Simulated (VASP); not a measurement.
# H4C2O in VASP: further runs

The runs below take H4C2O through single point, with PBE+D3(BJ).

Everything below comes from runs of VASP 6.6.1. Logs are shortened: lines on timing, memory, paths and dates and some standing lists are left out, and cuts for length are marked.

### 1 The cell of the first run

The cell holds an amorphous packing of atoms, 28 atoms: a = 8.569 Å, b = 8.569 Å, c = 8.569 Å, α = 90.00°, β = 90.00°, γ = 90.00°.

### 2 Single point, PBE+D3(BJ)

File INCAR:

```
  PREC = Accurate
  ENCUT = 910
  EDIFF = 1E-6
  ISMEAR = -1
  SIGMA = 0.02
  LREAL = Auto
  LASPH = True
  NELM = 120
  ALGO = Normal
  ISIF = 2
  LWAVE = False
  LCHARG = False
  GGA = PE
  IVDW = 12
  NBANDS = 56
  GGA_COMPAT = False
```

File KPOINTS:

```
Automatic mesh
0
Gamma
  1 1 1
```

File POSCAR:

```
H4C2O
1.0
    8.5689890000      0.0000000000      0.0000000000
    0.0000000000      8.5689890000      0.0000000000
    0.0000000000      0.0000000000      8.5689890000
O C H
4 8 16
Direct
    0.7093018791      0.0728323960     -0.1685496387
    0.5682350625      0.9565889278      0.3494577948
    0.2263044100      0.9137950813      0.7406241273
   -0.0801261386      0.4293622036      0.5991255211
    0.6096751904     -0.0101878996     -0.1572997701
    0.4858916262      0.8550016811      0.3866617170
    0.1635082038      0.9331555916      0.6272151826
   -0.1055200328      0.3193375555      0.6733466457
    0.4119739213      0.5039567678      0.6503917790
    0.2768237887      0.6488746805      0.0546155445
    0.7166306317      0.4798465723      0.2029994437
    0.1597504676      0.2317192845      0.2169567495
    0.3150896798      0.5504733406      0.5849231455
    0.5201547114      0.5666246041      0.6264099534
    0.4394100634      0.3768239170      0.6251729346
    0.3670327970      0.5115539301      0.7715029159
    0.3156148292      0.6623768568     -0.0717237471
    0.3670327970      0.7091268293      0.1340531538
    0.2651538005      0.5206448509      0.0669857319
    0.1673242899      0.7097336687      0.0595519495
    0.7378933501      0.4142262290      0.1004669279
    0.8072830996      0.5628201880      0.2288718074
    0.7397838882      0.3999421635      0.2994752356
    0.5982619420      0.5377530535      0.2074690491
    0.1296885782      0.3263862283      0.2874668178
    0.0863229023      0.1370756807      0.2348351713
    0.2857629996      0.2086593879      0.2335398027
    0.1596104278      0.2642552114      0.0902556883
```

Potentials or basis: VASP PAW PBE potentials, release 64 (O_h, C_h, H_h).

The run is started by

```console
> cat potpaw_PBE.64/O_h/POTCAR potpaw_PBE.64/C_h/POTCAR potpaw_PBE.64/H_h/POTCAR > POTCAR
> mpirun -np 1 vasp_gam > vasp.out
```

OUTCAR:

```text
PREC = Accurate
   ENCUT = 910
   EDIFF = 1E-6
   ISMEAR = -1
   LREAL = Auto
   LASPH = True
   NELM = 120
   ISIF = 2
   GGA = PE
   IVDW = 12
 IVDW          = 12

 ion  position               nearest neighbor table
   1  0.709  0.073  0.831-   5 1.12
   2  0.568  0.957  0.349-   6 1.17
   3  0.226  0.914  0.741-   7 1.12
   4  0.920  0.429  0.599-   8 1.16
   5  0.610  0.990  0.843-   1 1.12
   6  0.486  0.855  0.387-   2 1.17
   7  0.164  0.933  0.627-   3 1.12
   8  0.894  0.319  0.673-   4 1.16
   9  0.412  0.504  0.650-  13 1.08  14 1.09  16 1.11  15 1.14
  10  0.277  0.649  0.055-  20 1.07  19 1.11  17 1.14  18 1.15
  11  0.717  0.480  0.203-  21 1.06  22 1.08  23 1.09  24 1.13
  12  0.160  0.232  0.217-  26 1.04  25 1.04  27 1.11  28 1.12
  13  0.315  0.550  0.585-   9 1.08
  14  0.520  0.567  0.626-   9 1.09
  15  0.439  0.377  0.625-   9 1.14
  16  0.367  0.512  0.772-   9 1.11
  17  0.316  0.662  0.928-  10 1.14
  18  0.367  0.709  0.134-  10 1.15
[... 8 lines left out ...]
  27  0.286  0.209  0.234-  12 1.11
  28  0.160  0.264  0.090-  12 1.12

  LATTYP: Found a simple cubic cell.
 ALAT       =     8.5689890000

  Lattice vectors:

 A1 = (   8.5689890000,   0.0000000000,   0.0000000000)
 A2 = (   0.0000000000,   8.5689890000,   0.0000000000)
 A3 = (   0.0000000000,   0.0000000000,   8.5689890000)

Analysis of symmetry for initial positions (statically):
=====================================================================
 Subroutine PRICEL returns:
 Original cell was already a primitive cell.

 Routine SETGRP: Setting up the symmetry group for a
 simple cubic supercell.

 Subroutine GETGRP returns: Found  1 space group operations
 (whereof  1 operations were pure point group operations)
 out of a pool of 48 trial point group operations.

The static configuration has the point symmetry C_1 .

Analysis of symmetry for dynamics (positions and initial velocities):
=====================================================================
 Subroutine PRICEL returns:
 Original cell was already a primitive cell.

 Routine SETGRP: Setting up the symmetry group for a
 simple cubic supercell.

 Subroutine GETGRP returns: Found  1 space group operations
 (whereof  1 operations were pure point group operations)
 out of a pool of 48 trial point group operations.

The dynamic configuration has the point symmetry C_1 .

 Subroutine INISYM returns: Found  1 space group operations
 (whereof  1 operations are pure point group operations),
 and found     1 'primitive' translations

----------------------------------------------------------------------------------------

                                     Primitive cell

  volume of cell :     629.2001

  direct lattice vectors                    reciprocal lattice vectors
     8.568989000  0.000000000  0.000000000     0.116699881  0.000000000  0.000000000
     0.000000000  8.568989000  0.000000000     0.000000000  0.116699881  0.000000000
     0.000000000  0.000000000  8.568989000     0.000000000  0.000000000  0.116699881

  length of vectors
     8.568989000  8.568989000  8.568989000     0.116699881  0.116699881  0.116699881

  position of ions in fractional coordinates (direct lattice)
     0.709301879  0.072832396  0.831450361
     0.568235063  0.956588928  0.349457795
     0.226304410  0.913795081  0.740624127
     0.919873861  0.429362204  0.599125521
     0.609675190  0.989812100  0.842700230
     0.485891626  0.855001681  0.386661717
[... 20 lines left out ...]
     0.285763000  0.208659388  0.233539803
     0.159610428  0.264255211  0.090255688

  ion indices of the primitive-cell ions
   primitive index   ion index
                 1           1
                 2           2
                 3           3
                 4           4
                 5           5
                 6           6
[... 20 lines left out ...]
                27          27
                28          28

----------------------------------------------------------------------------------------

 KPOINTS: Automatic mesh

Automatic generation of k-mesh.
 Grid dimensions read from file:
 generate k-points for:    1    1    1

 Generating k-lattice:

  Cartesian coordinates                     Fractional coordinates (reciprocal lattice)
     0.116699881  0.000000000  0.000000000     1.000000000  0.000000000  0.000000000
     0.000000000  0.116699881  0.000000000     0.000000000  1.000000000  0.000000000
     0.000000000  0.000000000  0.116699881     0.000000000  0.000000000  1.000000000

  Length of vectors
     0.116699881  0.116699881  0.116699881

  Shift w.r.t. Gamma in fractional coordinates (k-lattice)
     0.000000000  0.000000000  0.000000000

 Subroutine IBZKPT returns following result:
 ===========================================

 Found      1 irreducible k-points:

 Following reciprocal coordinates:
            Coordinates               Weight
  0.000000  0.000000  0.000000      1.000000
   k-points           NKPTS =      1   k-points in BZ     NKDIM =      1   number of bands    NBANDS=     56
   number of dos      NEDOS =    301   number of ions     NIONS =     28
   total plane-waves  NPLWV = 592704
   dimension x,y,z NGX =    84 NGY =   84 NGZ =   84
   dimension x,y,z NGXF=   168 NGYF=  168 NGZF=  168
   ions per type =               4   8  16
   NGX,Y,Z   is equivalent  to a cutoff of  16.30, 16.30, 16.30 a.u.
   NGXF,Y,Z  is equivalent  to a cutoff of  32.59, 32.59, 32.59 a.u.
 SYSTEM =  unknown system
   PREC   = accura    normal or accurate (medium, high low for compatibility)
   ISTART =      0    job   : 0-new  1-cont  2-samecut
   ICHARG =      2    charge: 1-file 2-atom 10-const
   ISPIN  =      1    spin polarized calculation?
   LNONCOLLINEAR =      F non collinear calculations
   LSORBIT =      F    spin-orbit coupling
   LASPH  =      T    aspherical Exc in radial PAW
   ENCUT  =  910.0 eV  66.88 Ry    8.18 a.u.  21.08 21.08 21.08*2*pi/ulx,y,z
   NELM   =    120;   NELMIN=  2; NELMDL= -5     # of ELM steps
   EDIFF  = 0.1E-05   stopping-criterion for ELM
   LREAL  =      T    real-space projection
   EDIFFG = 0.1E-04   stopping-criterion for IOM
   NSW    =      0    number of steps for IOM
   IBRION =     -1    ionic relax: 0-MD 1-quasi-New 2-CG
   NFREE  =      0    steps in history (QN), initial steepest desc. (CG)
   ISIF   =      2    stress and relaxation
   ISYM   =      2    0-nonsym 1-usesym 2-fastsym
   POTIM  = 0.5000    time-step for ionic-motion
   TEBEG  =    0.0;   TEEND  =   0.0 temperature during run
   PSTRESS=    0.0 pullay stress
   NELECT =      72.0000    total number of electrons
   NUPDOWN=      -1.0000    fix difference up-down
   EMIN   =  10.00;   EMAX   =-10.00  energy-range for DOS
   EFERMI =   0.00;   METHOD = LEGACY
   ISMEAR =    -1;   SIGMA  =   0.02  broadening in eV -4-tet -1-fermi 0-gaus
   EFERMI_NEDOS =   21; number of points for ismear=-14 and -15
   IALGO  =     38    algorithm
   IMIX   =      4    mixing-type and parameters
     AMIX     =   0.40;   BMIX     =  1.00
     AMIX_MAG =   1.60;   BMIX_MAG =  1.00
  volume/ion in A,a.u.               =      22.47       151.64
  Fermi-wavevector in a.u.,A,eV,Ry     =   0.794797  1.501948  8.594826  0.631702
  Thomas-Fermi vector in A             =   1.900999
   LORBIT       =      0    0 simple, 1 ext, 2 COOP (PROOUT), +10 PAW based schemes
   GGA     = PE    functional components
   LHFCALC =     F    Hartree Fock is set to
   AEXX    =    0.0000 exact exchange contribution
   IVDW    =    12    specifies the selected vdW correction
   LEPSILON=     F    determine dielectric tensor
   LRPA    =     F    only Hartree local field effects (RPA)
 non-spin polarized calculation
  energy-cutoff  :      910.00
  volume of cell :      629.20
 maximum number of plane-waves:     19564
   NGX = 43   NGY = 43   NGZ = 43

 number of electron      71.9999999 magnetization

 Free energy of the ion-electron system (eV)
  ---------------------------------------------------
  ext. energy  EPLUGINS =         0.00000000
  ---------------------------------------------------
  free energy    TOTEN  =      -155.29837857 eV

  energy without entropy =     -155.29837857  energy(sigma->0) =     -155.29837857

 E-fermi :  -5.9452     XC(G=0):  -4.7743

 val. band max:       -6.4614554353   @ k =   0.0000   0.0000   0.0000
 cond. band min:      -0.5801510315   @ k =   0.0000   0.0000   0.0000
 fundamental gap:      5.8813044038
 Fermi energy:        -5.9451581128

 k-point     1 :       0.0000    0.0000    0.0000
  band No.  band energies     occupation
      1     -27.5105      2.00000
      2     -27.3870      2.00000
      3     -26.9743      2.00000
      4     -26.9157      2.00000
      5     -15.2434      2.00000
      6     -15.1389      2.00000
[... 40 lines left out ...]
     47       2.4419      0.00000
     48       2.5963      0.00000
 [bands above 48 left out]

------------------------ aborting loop because EDIFF is reached ----------------------------------------

 Edisp (eV)   -0.63464

 E8    (eV) :    -0.1377

  FORCE on cell =-STRESS in cart. coord.  units (eV):
  Direction    XX          YY          ZZ          XY          YZ          ZX
  --------------------------------------------------------------------------------------
  -------------------------------------------------------------------------------------
  Total      -1.16123    -1.53844    -0.54749     0.70096     1.12979     0.91198
  in kB      -2.95692    -3.91743    -1.39411     1.78491     2.87685     2.32224
  external pressure =       -2.76 kB  Pullay stress =        0.00 kB

 VOLUME and BASIS-vectors are now :
 -----------------------------------------------------------------------------
  energy-cutoff  :      910.00
  volume of cell :      629.20
      direct lattice vectors                 reciprocal lattice vectors
     8.568989000  0.000000000  0.000000000     0.116699881  0.000000000  0.000000000
     0.000000000  8.568989000  0.000000000     0.000000000  0.116699881  0.000000000
     0.000000000  0.000000000  8.568989000     0.000000000  0.000000000  0.116699881

 POSITION                                       TOTAL-FORCE (eV/Angst)
 -----------------------------------------------------------------------------------
      6.07800      0.62410      7.12469         1.795676      1.452851     -0.106630
      4.86920      8.19700      2.99450        -1.811226     -2.224472      0.825270
      1.93920      7.83030      6.34640         0.671455     -0.192857      1.251620
      7.88239      3.67920      5.13390        -0.443745     -1.880283      1.263027
      5.22430      8.48169      7.22109        -1.891149     -1.582166      0.200585
      4.16360      7.32650      3.31330         1.829727      2.256757     -0.820082
[... 20 lines left out ...]
      2.44870      1.78800      2.00120        -0.377907     -0.407902      0.428046
      1.36770      2.26440      0.77340        -0.502264      0.025733      0.636231
 -----------------------------------------------------------------------------------
    total drift:                               -0.002543      0.000449     -0.003467

  FREE ENERGIE OF THE ION-ELECTRON SYSTEM (eV)
  ---------------------------------------------------
  free  energy   TOTEN  =      -155.9330209516 eV

  energy  without entropy=     -155.9330209516  energy(sigma->0) =     -155.93302095
```

Wall time 1.7 min (1 thread of AMD EPYC 9R45 (Zen 5), shared host); peak memory 0.99 GiB.

Results:

```
Free energy                : -155.9330 eV
Pressure                   : -0.3 GPa
Largest force              : 3.512 eV/Å
Band gap on the k mesh     : 5.88 eV
Dispersion energy per atom : -0.023 eV
```

Forces in eV/Å, atoms in the order of the input:
```
O    1.796  1.453 -0.107
O   -1.811 -2.224  0.825
O    0.671 -0.193  1.252
O   -0.444 -1.880  1.263
C   -1.891 -1.582  0.201
C    1.830  2.257 -0.820
C   -0.710  0.229 -1.276
C    0.566  2.011 -1.351
C    0.111 -1.466  0.619
C    1.799  0.246 -1.161
C   -0.772  0.491  1.520
C    2.485  0.600 -2.408
H   -0.194 -0.038 -0.890
H   -0.067  0.389  0.306
H   -0.608  0.994  0.006
H    0.815 -0.003 -0.181
H   -0.071  0.180  1.192
H   -1.081 -1.016 -0.854
H    0.017  0.546  0.583
H   -0.716  0.151  0.370
H    0.125 -0.294 -1.283
H    0.458  0.873 -0.553
H   -0.759 -0.391  0.318
H    0.950 -0.698 -0.002
H   -0.598  1.540  0.957
H   -1.019 -1.790  0.410
H   -0.378 -0.408  0.428
H   -0.502  0.026  0.636
```

Caveat: the k points lie up to 0.73 Å⁻¹ apart; the cutoff is under 1.25 times the usual one of these potentials, so pressure, stress and relaxed cells hold a basis-set (Pulay) error.

(Part 1 of 2 ends here.)
